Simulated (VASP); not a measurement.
# Tl (P6/mmm) in VASP: single point with r2SCAN

Aim: the single point of Tl with r2SCAN.

Everything below comes from runs of VASP 6.6.1. Logs are shortened: lines on timing, memory, paths and dates and some standing lists are left out, and cuts for length are marked.

## Step 1: The cell of the first run

It takes space group P6/mmm (No. 191, hexagonal). Conventional cell: a = 3.354 Å, b = 3.354 Å, c = 3.133 Å, α = 90.00°, β = 90.00°, γ = 120.00°. Within 4.1 Å of Tl (site symmetry 6/mmm) lie 8 Tl at 3.13 to 3.35 Å.

## Step 2: Single point, r2SCAN

The input, POSCAR:

```
Tl
1.0
    3.3535284639      0.0000000000      0.0000000000
   -1.6767642320      2.9042408421      0.0000000000
    0.0000000000      0.0000000000      3.1334531585
Tl
1
Direct
    0.0000000000      0.0000000000      0.0000000000
```

The input, INCAR.step1:

```
SYSTEM = Tl
PREC = Accurate
ENCUT = 520
ISMEAR = 0
SIGMA = 0.1
LREAL = .FALSE.
LASPH = .TRUE.
NELM = 80
NBANDS = 12
GGA = PE
ALGO = Normal
EDIFF = 1E-4
LWAVE = .TRUE.
LCHARG = .FALSE.
```

The input, INCAR.step2:

```
SYSTEM = Tl
PREC = Accurate
ENCUT = 520
EDIFF = 1E-6
ISMEAR = 0
SIGMA = 0.1
LREAL = .FALSE.
LASPH = .TRUE.
NELM = 80
ALGO = Normal
ISIF = 2
LWAVE = .FALSE.
LCHARG = .FALSE.
METAGGA = R2SCAN
LMIXTAU = .TRUE.
NBANDS = 12
ISTART = 1
```

The input, KPOINTS:

```
Automatic mesh
0
G
  6 6 6
  0 0 0
```

Potentials or basis: VASP PAW PBE potentials, release 64 (Tl_d).

Started as:

```sh
cat potpaw_PBE.64/Tl_d/POTCAR > POTCAR
cp INCAR.step1 INCAR
mpirun -np 1 vasp_std > vasp.out
cp INCAR.step2 INCAR
mpirun -np 1 vasp_std > vasp.out
```

OUTCAR:

```text
SYSTEM = Tl
   PREC = Accurate
   ENCUT = 520
   EDIFF = 1E-6
   ISMEAR = 0
   LREAL = .FALSE.
   LASPH = .TRUE.
   NELM = 80
   ISIF = 2
   METAGGA = R2SCAN
   ISTART = 1

 ion  position               nearest neighbor table
   1  0.000  0.000  0.000-

  LATTYP: Found a hexagonal cell.
 ALAT       =     3.3535284639
 C/A-ratio  =     0.9343750000

  Lattice vectors:

 A1 = (   3.3535284639,   0.0000000000,   0.0000000000)
 A2 = (  -1.6767642320,   2.9042408421,   0.0000000000)
 A3 = (   0.0000000000,   0.0000000000,   3.1334531585)

Analysis of symmetry for initial positions (statically):
=====================================================================
 Subroutine PRICEL returns:
 Original cell was already a primitive cell.

 Routine SETGRP: Setting up the symmetry group for a
 hexagonal supercell.

 Subroutine GETGRP returns: Found 24 space group operations
 (whereof 24 operations were pure point group operations)
 out of a pool of 24 trial point group operations.

The static configuration has the point symmetry D_6h.

Analysis of symmetry for dynamics (positions and initial velocities):
=====================================================================
 Subroutine PRICEL returns:
 Original cell was already a primitive cell.

 Routine SETGRP: Setting up the symmetry group for a
 hexagonal supercell.

 Subroutine GETGRP returns: Found 24 space group operations
 (whereof 24 operations were pure point group operations)
 out of a pool of 24 trial point group operations.

The dynamic configuration has the point symmetry D_6h.

 Subroutine INISYM returns: Found 24 space group operations
 (whereof 24 operations are pure point group operations),
 and found     1 'primitive' translations

----------------------------------------------------------------------------------------

                                     Primitive cell

  volume of cell :      30.5181

  direct lattice vectors                    reciprocal lattice vectors
     3.353528464  0.000000000  0.000000000     0.298193384  0.172162030  0.000000000
    -1.676764232  2.904240842  0.000000000     0.000000000  0.344324061  0.000000000
     0.000000000  0.000000000  3.133453159     0.000000000  0.000000000  0.319136732

  length of vectors
     3.353528464  3.353528464  3.133453159     0.344324061  0.344324061  0.319136732

  position of ions in fractional coordinates (direct lattice)
     0.000000000  0.000000000  0.000000000

  ion indices of the primitive-cell ions
   primitive index   ion index
                 1           1

----------------------------------------------------------------------------------------

 KPOINTS: Automatic mesh

Automatic generation of k-mesh.
 Grid dimensions read from file:
 generate k-points for:    6    6    6

 Generating k-lattice:

  Cartesian coordinates                     Fractional coordinates (reciprocal lattice)
     0.049698897  0.028693672  0.000000000     0.166666667  0.000000000  0.000000000
     0.000000000  0.057387343  0.000000000     0.000000000  0.166666667  0.000000000
     0.000000000  0.000000000  0.053189455     0.000000000  0.000000000  0.166666667

  Length of vectors
     0.057387343  0.057387343  0.053189455

  Shift w.r.t. Gamma in fractional coordinates (k-lattice)
     0.000000000  0.000000000  0.000000000

 Subroutine IBZKPT returns following result:
 ===========================================

 Found     28 irreducible k-points:

 Following reciprocal coordinates:
            Coordinates               Weight
  0.000000  0.000000  0.000000      1.000000
  0.166667 -0.000000  0.000000      6.000000
  0.333333 -0.000000  0.000000      6.000000
  0.500000 -0.000000  0.000000      3.000000
  0.166667  0.166667  0.000000      6.000000
  0.333333  0.166667  0.000000     12.000000
[... 16 lines left out ...]
  0.166667 -0.000000  0.500000      6.000000
  0.333333 -0.000000  0.500000      6.000000
 [... further k-points ...]
   k-points           NKPTS =     28   k-points in BZ     NKDIM =     28   number of bands    NBANDS=     12
   number of dos      NEDOS =    301   number of ions     NIONS =      1
   total plane-waves  NPLWV =  18816
   dimension x,y,z NGX =    28 NGY =   28 NGZ =   24
   dimension x,y,z NGXF=    56 NGYF=   56 NGZF=   48
   ions per type =               1
   NGX,Y,Z   is equivalent  to a cutoff of  13.88, 13.88, 12.73 a.u.
   NGXF,Y,Z  is equivalent  to a cutoff of  27.76, 27.76, 25.47 a.u.
 SYSTEM =  Tl
   PREC   = accura    normal or accurate (medium, high low for compatibility)
   ISTART =      1    job   : 0-new  1-cont  2-samecut
   ICHARG =      0    charge: 1-file 2-atom 10-const
   ISPIN  =      1    spin polarized calculation?
   LNONCOLLINEAR =      F non collinear calculations
   LSORBIT =      F    spin-orbit coupling
   LASPH  =      T    aspherical Exc in radial PAW
   ENCUT  =  520.0 eV  38.22 Ry    6.18 a.u.   6.24  6.24  5.83*2*pi/ulx,y,z
   NELM   =     80;   NELMIN=  2; NELMDL=  0     # of ELM steps
   EDIFF  = 0.1E-05   stopping-criterion for ELM
   LREAL  =      F    real-space projection
   EDIFFG = 0.1E-04   stopping-criterion for IOM
   NSW    =      0    number of steps for IOM
   IBRION =     -1    ionic relax: 0-MD 1-quasi-New 2-CG
   NFREE  =      0    steps in history (QN), initial steepest desc. (CG)
   ISIF   =      2    stress and relaxation
   ISYM   =      2    0-nonsym 1-usesym 2-fastsym
   POTIM  = 0.5000    time-step for ionic-motion
   TEBEG  =    0.0;   TEEND  =   0.0 temperature during run
   PSTRESS=    0.0 pullay stress
   NELECT =      13.0000    total number of electrons
   NUPDOWN=      -1.0000    fix difference up-down
   EMIN   =  10.00;   EMAX   =-10.00  energy-range for DOS
   EFERMI =   0.00;   METHOD = LEGACY
   ISMEAR =     0;   SIGMA  =   0.10  broadening in eV -4-tet -1-fermi 0-gaus
   EFERMI_NEDOS =   21; number of points for ismear=-14 and -15
   IALGO  =     38    algorithm
   IMIX   =      4    mixing-type and parameters
     AMIX     =   0.40;   BMIX     =  1.00
     AMIX_MAG =   1.60;   BMIX_MAG =  1.00
  volume/ion in A,a.u.               =      30.52       205.95
  Fermi-wavevector in a.u.,A,eV,Ry     =   1.231790  2.327746 20.644209  1.517307
  Thomas-Fermi vector in A             =   2.366586
   LORBIT       =      0    0 simple, 1 ext, 2 COOP (PROOUT), +10 PAW based schemes
   METAGGA = R2SCAN    functional components
   LHFCALC =     F    Hartree Fock is set to
   AEXX    =    0.0000 exact exchange contribution
   IVDW    =     0    specifies the selected vdW correction
   LEPSILON=     F    determine dielectric tensor
   LRPA    =     F    only Hartree local field effects (RPA)
 non-spin polarized calculation
 Gauss-broadening in eV      SIGMA  =   0.10
  energy-cutoff  :      520.00
  volume of cell :       30.52
 maximum number of plane-waves:       851
 NGX is ok and might be reduce to    28
   NGX = 13   NGY = 13   NGZ = 11

 number of electron      13.0000002 magnetization

 Free energy of the ion-electron system (eV)
  ---------------------------------------------------
  ext. energy  EPLUGINS =         0.00000000
  ---------------------------------------------------
  free energy    TOTEN  =       -53.07197837 eV

  energy without entropy =      -53.06614498  energy(sigma->0) =      -53.06906167

 E-fermi :   6.0299     XC(G=0): -10.4403

 val. band max:        6.0287010083   @ k =   0.3333   0.1667   0.5000
 cond. band min:       6.0641024554   @ k =   0.3333  -0.0000   0.0000
 fundamental gap:      0.0354014471
 Fermi energy:         6.0299271119

 k-point     1 :       0.0000    0.0000    0.0000
  band No.  band energies     occupation
      1      -6.8887      2.00000
      2      -6.3492      2.00000
      3      -6.3492      2.00000
      4      -5.7837      2.00000
      5      -5.7837      2.00000
      6      -4.3242      2.00000
      7      13.1948      0.00000
      8      14.9633      0.00000
      9      14.9633      0.00000
     10      17.3124      0.00000
     11      17.5065      0.00000
     12      19.9339      0.00000

 k-point     2 :       0.1667   -0.0000    0.0000
  band No.  band energies     occupation
      1      -6.8291      2.00000
      2      -6.3956      2.00000
      3      -6.2093      2.00000
      4      -5.8515      2.00000
      5      -5.7991      2.00000
      6      -3.7489      2.00000
      7      11.0237      0.00000
      8      13.5837      0.00000
      9      13.8826      0.00000
     10      16.4533      0.00000
     11      17.7712      0.00000
     12      21.9123      0.00000

 k-point     3 :       0.3333   -0.0000    0.0000
  band No.  band energies     occupation
      1      -6.7639      2.00000
      2      -6.4772      2.00000
      3      -5.9830      2.00000
      4      -5.9150      2.00000
      5      -5.8297      2.00000
      6      -1.9944      2.00000
      7       6.0641      0.62887
      8      11.7638      0.00000
      9      15.6552      0.00000
     10      15.6894      0.00000
     11      18.3697      0.00000
     12      23.8437      0.00000
[... 286 lines left out ...]
 k-point    23 :       0.1667   -0.0000    0.5000
  band No.  band energies     occupation
      1      -6.3573      2.00000
      2      -6.2486      2.00000
      3      -6.1582      2.00000
      4      -6.1491      2.00000
      5      -6.0493      2.00000
      6      -0.2959      2.00000
      7       3.3361      2.00000
      8      14.2867      0.00000
      9      16.8823      0.00000
     10      17.1562      0.00000
     11      19.1145      0.00000
     12      19.4695      0.00000

 k-point    24 :       0.3333   -0.0000    0.5000
  band No.  band energies     occupation
      1      -6.4949      2.00000
      2      -6.4736      2.00000
      3      -6.1968      2.00000
      4      -5.8779      2.00000
      5      -5.6673      2.00000
      6       1.1958      2.00000
      7       4.8885      2.00000
      8       8.9710      0.00000
      9      13.3872      0.00000
     10      14.7804      0.00000
     11      17.5370      0.00000
     12      19.2811      0.00000

 [... further k-points ...]
[... 5 lines left out ...]
  --------------------------------------------------------------------------------------
  -------------------------------------------------------------------------------------
  Total        0.0004948      0.0004948      0.4110157     -0.0000000      0.0000000     -0.0000000
  in kB        0.0259743      0.0259743     21.5779979     -0.0000000      0.0000000     -0.0000000
  external PRESSURE =       7.2099822 kB  Pullay stress =       0.0000000 kB

 VOLUME and BASIS-vectors are now :
 -----------------------------------------------------------------------------
  energy-cutoff  :      520.00
  volume of cell :       30.52
      direct lattice vectors                 reciprocal lattice vectors
     3.353528464  0.000000000  0.000000000     0.298193384  0.172162030  0.000000000
    -1.676764232  2.904240842  0.000000000     0.000000000  0.344324061  0.000000000
     0.000000000  0.000000000  3.133453159     0.000000000  0.000000000  0.319136732

 POSITION                                       TOTAL-FORCE (eV/Angst)
 -----------------------------------------------------------------------------------
      0.00000      0.00000      0.00000         0.000000      0.000000      0.000000
 -----------------------------------------------------------------------------------
    total drift:                                0.000000     -0.000000      0.000000

  FREE ENERGIE OF THE ION-ELECTRON SYSTEM (eV)
  ---------------------------------------------------
  free  energy   TOTEN  =       -53.0719783675 eV

  energy  without entropy=      -53.0661449752  energy(sigma->0) =      -53.06906167
```

Wall time 21 s (1 thread of AMD EPYC 9R45 (Zen 5), shared host); peak memory 0.12 GiB.

Results:

```
Free energy : -53.0720 eV
Pressure    : 0.7 GPa
```

Stress tensor (GPa, compression positive):
```
0.00 0.00 0.00
0.00 0.00 0.00
0.00 0.00 2.16
```

Caveat: the k points lie up to 0.36 Å⁻¹ apart; the PAW data sets were made with another functional, which shifts forces and pressure a little; spin-orbit coupling is left out, which moves the levels of the heavy elements.
